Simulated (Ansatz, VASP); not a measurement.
This is a calculation of NaF for Ansatz 0.2.0.

File input.yaml:

```yaml
crystal:
  lattice:
    - [0.0, 2.3505298169, 2.3505298169]
    - [2.3505298169, 0.0, 2.3505298169]
    - [2.3505298169, 2.3505298169, 0.0]
  atoms:
    - { symbol: Na, position: [0.0, 0.0, 0.0] }
    - { symbol: F, position: [0.5, 0.5, 0.5] }
kpoints:
  mp_grid: { grid: [10, 10, 10] }
scf:
  occupations: { method: fermi_dirac, width: 0.05 }
hamiltonian:
  xc: pbesol
  pseudopotentials: { kind: all_electron, lapw: { basis_error: 0.001 } }
output:
  forces: true
  stress: true
  eigenvalues: true
```

Potentials or basis: all-electron LAPW, scalar-relativistic.

Command:

```console
$ ansatz run input.yaml --threads 1 --pin off --max-ram 3072MiB --backend cpu --events-out ev --progress --plain --runs-dir out
```

Problem. Translate it to VASP 6.6.1. Potentials there: VASP PAW PBE potentials, release 64 (Na_pv, F).

Solution. As run (the cutoff follows the program's own potentials):

File INCAR:

```
PREC     = Accurate       # precision mode
ENCUT    = 520            # plane-wave cutoff, eV
EDIFF    = 1E-6           # SCF threshold, eV
ISMEAR   = -1             # smearing method
SIGMA    = 0.05           # smearing width, eV
LREAL    = False          # projectors in reciprocal space
LASPH    = True           # aspherical terms in the spheres
NELM     = 100            # most SCF steps
ALGO     = Normal         # electronic algorithm
ISIF     = 2              # what is computed and relaxed
LWAVE    = False          # write WAVECAR
LCHARG   = False          # write CHGCAR
GGA      = PS             # functional
NBANDS   = 14             # bands
```

Contents of KPOINTS:

```
Automatic mesh
0
Gamma
  10 10 10
```

POSCAR

```
NaF
1.0
    0.0000000000      2.3505298169      2.3505298169
    2.3505298169      0.0000000000      2.3505298169
    2.3505298169      2.3505298169      0.0000000000
Na F
1 1
Direct
    0.0000000000      0.0000000000      0.0000000000
    0.5000000000      0.5000000000      0.5000000000
```

Potentials or basis: VASP PAW PBE potentials, release 64 (Na_pv, F).

The run is started by

```bash
$ cat potpaw_PBE.64/Na_pv/POTCAR potpaw_PBE.64/F/POTCAR > POTCAR
$ mpirun -np 1 vasp_std > vasp.out
```

Both were run:

|  | VASP | Ansatz | Ansatz less VASP |
| --- | --- | --- | --- |
| gap on the k mesh at the Fermi level (eV) | 5.94 | 5.95 | +0.011 |
| least direct gap on the mesh (eV) | 5.94 | 5.95 | +0.011 |
| pressure (GPa) | -2.1 | -2.0 | +0.14 |

VASP's potentials were made for PBE, not for PBEsol. Ansatz ran all-electron here, and VASP with PAW potentials.
